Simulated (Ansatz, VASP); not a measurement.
**One calculation of Ni, two programs**

The input INCAR:

```
SYSTEM = Ni
ALGO     = Normal         ! electronic algorithm
EDIFF    = 1E-6           ! SCF threshold, eV
ENCUT    = 520            ! plane-wave cutoff, eV
GGA      = PE             ! functional
ISIF     = 2              ! what is computed and relaxed
ISMEAR   = -1             ! smearing method
ISPIN    = 2              ! spin polarisation
LASPH    = .True.         ! aspherical terms in the spheres
LCHARG   = .True.         ! write CHGCAR
LELF     = .True.         ! ELF
LMAXMIX  = 4              ! l up to which the mixer works
LORBIT   = 11             ! projections on sites
LREAL    = .False.        ! projectors in reciprocal space
LVHAR    = .True.       
LWAVE    = .False.        ! write WAVECAR
MAGMOM   = 0.672          ! initial moments
NBANDS   = 15             ! bands
NELM     = 150            ! most SCF steps
PREC     = Accurate       ! precision mode
SIGMA    = 0.05           ! smearing width, eV
```

The input KPOINTS:

```
k-points
0
Gamma
  15 15 15
  0 0 0
```

File POSCAR:

```
Ni
1.0
    0.0000000000      1.7596893266      1.7596893266
    1.7596893266      0.0000000000      1.7596893266
    1.7596893266      1.7596893266      0.0000000000
Ni
1
Direct
    0.0000000000      0.0000000000      0.0000000000
```

Input for Ansatz:

```yaml
crystal:
  lattice:
    - [0.0, 1.7596893266, 1.7596893266]
    - [1.7596893266, 0.0, 1.7596893266]
    - [1.7596893266, 1.7596893266, 0.0]
  atoms:
    - { symbol: Ni, position: [0.0, 0.0, 0.0], spin: 0.672 }
hamiltonian:
  xc: pbe
  pseudopotentials:
    kind: paw
    azcp:
      Ni: "pseudopotentials/Ni.paw.azcp"
basis:
  ecutwfc: 420
  fft_grid_basis: typed
kpoints:
  mp_grid: { grid: [15, 15, 15], shift: [0, 0, 0] }
magnetization:
  spin_polarized: true
scf:
  occupations: { method: fermi_dirac, width: 0.05 }
  lower_state_search: "off"
output:
  stress: true
```

Alike in both runs: task single point; functional PBE; k mesh 15 × 15 × 15; occupations fermi-dirac, width 0.05 eV; collinear spin.

```csv
,VASP,Ansatz
version,VASP 6.6.1,Ansatz 0.2.0
potentials or method,"VASP PAW PBE potentials, release 64 (Ni), cutoff 520 eV","plane waves (420 eV) with PAW, scalar-relativistic"
valence electrons in the cell,10,18
```

```tsv
	VASP	Ansatz	Ansatz less VASP
pressure (GPa)	-0.1	0.0	+0.10
net moment per atom (μB)	0.64	0.66	+0.014
size of the moment on the site where the two differ most (μB)	0.66	0.70	+0.041
```

Site moments also hang on the region over which each program counts them. VASP's potentials hold 10 valence electrons a cell and Ansatz's 18, so a difference there can come from the potentials and not from the codes.
